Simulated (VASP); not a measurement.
## Fe: single point with PBE

The system is Fe.

```xyz
2
Lattice="-1.8195 -3.6390 -1.8195 -1.8195 0.0000 -1.8195 1.8195 0.0000 -1.8195" Properties=species:S:1:pos:R:3 pbc="T T T"
Fe    0.0000    0.0000    0.0000
Fe    0.0000   -1.8195   -1.8195
```

This isn't the form of Fe at room conditions, which is bcc.

```yaml
Program: VASP 6.6.1
Task: single point
Functional: PBE
Potentials_or_basis: VASP PAW PBE potentials, release 64 (Fe)
Cutoff: 520 eV
k_mesh: 7 × 11 × 9
Occupations: fermi-dirac, width 0.1 eV
Spin: collinear spin, antiferromagnetic start
Starting_moments: "[2.6, -2.6] μB"
Dipole_correction: no
Further_INCAR_settings: ALGO = Normal; EDIFF = 1e-06; NBANDS = 19; ISYM = 0
```

The pressure is -15.6 GPa. The band gap on the k mesh is zero (filled and empty bands overlap), the net moment is 0.00 μB per cell and the site moments are Fe +1.95, -1.95 μB. The valence electrons inside the program's atomic spheres are Fe 7.14.

Stress tensor (GPa, compression positive):
```
-19.94  -0.02   0.08
 -0.02  -6.89  -0.02
  0.08  -0.02 -19.94
```

Levels at points of the mesh, in eV from the Fermi level:
Spin up:
```tsv
k point	band 5	band 6	band 7	band 8	band 9	band 10	band 11	band 12
(0.00, 0.00, 0.00)	-1.96	-1.41	-1.21	-0.26	1.04	1.04	1.40	2.45
```
Spin down:
| k point | band 5 | band 6 | band 7 | band 8 | band 9 | band 10 | band 11 | band 12 |
| --- | --- | --- | --- | --- | --- | --- | --- | --- |
| (0.00, 0.00, 0.00) | -1.96 | -1.41 | -1.21 | -0.26 | 1.04 | 1.04 | 1.40 | 2.45 |

Run time: 7.4 min on 1 thread of AMD EPYC 7R43 64-Core Processor (Zen 3) (shared host), peak memory 0.28 GiB.

Caveat: the cell stands under tension.
